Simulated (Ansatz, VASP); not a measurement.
# KMgF3 in VASP and in Ansatz

Contents of INCAR:

```
PREC     = Accurate       # precision mode
ENCUT    = 520            # plane-wave cutoff, eV
EDIFF    = 1E-7           # SCF threshold, eV
ISMEAR   = 0              # smearing method
SIGMA    = 0.02           # smearing width, eV
LREAL    = F              # projectors in reciprocal space
LASPH    = T              # aspherical terms in the spheres
NELM     = 80             # most SCF steps
ALGO     = Normal         # electronic algorithm
ISIF     = 2              # what is computed and relaxed
LWAVE    = F              # write WAVECAR
LCHARG   = T              # write CHGCAR
GGA      = PE             # functional
LELF     = T              # ELF
LVHAR    = T            
NBANDS   = 24             # bands
```

KPOINTS

```
Automatic mesh
0
Gamma
  6 6 6
```

File POSCAR:

```
KMgF3
1.0
    3.9714246978      0.0000000000      0.0000000000
    0.0000000000      3.9714246978      0.0000000000
    0.0000000000      0.0000000000      3.9714246978
K Mg F
1 1 3
Direct
    0.5000000000      0.5000000000      0.5000000000
    0.0000000000      0.0000000000      0.0000000000
    0.5000000000      0.0000000000      0.0000000000
    0.0000000000      0.5000000000      0.0000000000
    0.0000000000      0.0000000000      0.5000000000
```

Input for Ansatz:

```yaml
crystal:
  lattice:
    - [3.9714246963, 0.0, 0.0]
    - [0.0, 3.9714246963, 0.0]
    - [0.0, 0.0, 3.9714246963]
  atoms:
    - { symbol: K, position: [0.5, 0.5, 0.5] }
    - { symbol: Mg, position: [0.0, 0.0, 0.0] }
    - { symbol: F, position: [0.5, 0.0, 0.0] }
    - { symbol: F, position: [0.0, 0.5, 0.0] }
    - { symbol: F, position: [0.0, 0.0, 0.5] }
basis:
  ecutwfc: 420
kpoints:
  mp_grid: { grid: [6, 6, 6] }
hamiltonian:
  xc: pbe
scf:
  occupations: { method: gaussian, width: 0.02 }
output:
  forces: true
  stress: true
  eigenvalues: true
```

Alike in both runs: task single point; functional PBE; k mesh 6 × 6 × 6; occupations gaussian, width 0.02 eV; no spin polarisation.

|  | VASP | Ansatz |
| --- | --- | --- |
| version | VASP 6.6.1 | Ansatz 0.2.0 |
| potentials or method | VASP PAW PBE potentials, release 64 (K_sv, Mg, F), cutoff 520 eV | scalar-relativistic, plane waves, PAW |
| valence electrons in the cell | 32 | 40 |

|  | VASP | Ansatz | Ansatz less VASP |
| --- | --- | --- | --- |
| gap on the k mesh at the Fermi level (eV) | 7.39 | 7.42 | +0.030 |
| least direct gap on the mesh (eV) | 7.71 | 7.74 | +0.028 |
| pressure (GPa) | 4.3 | 4.7 | +0.41 |

With one functional, cell and mesh, what is left measures potentials, basis and numerics. VASP's potentials hold 32 valence electrons a cell and Ansatz's 40, so a difference there can come from the potentials and not from the codes.
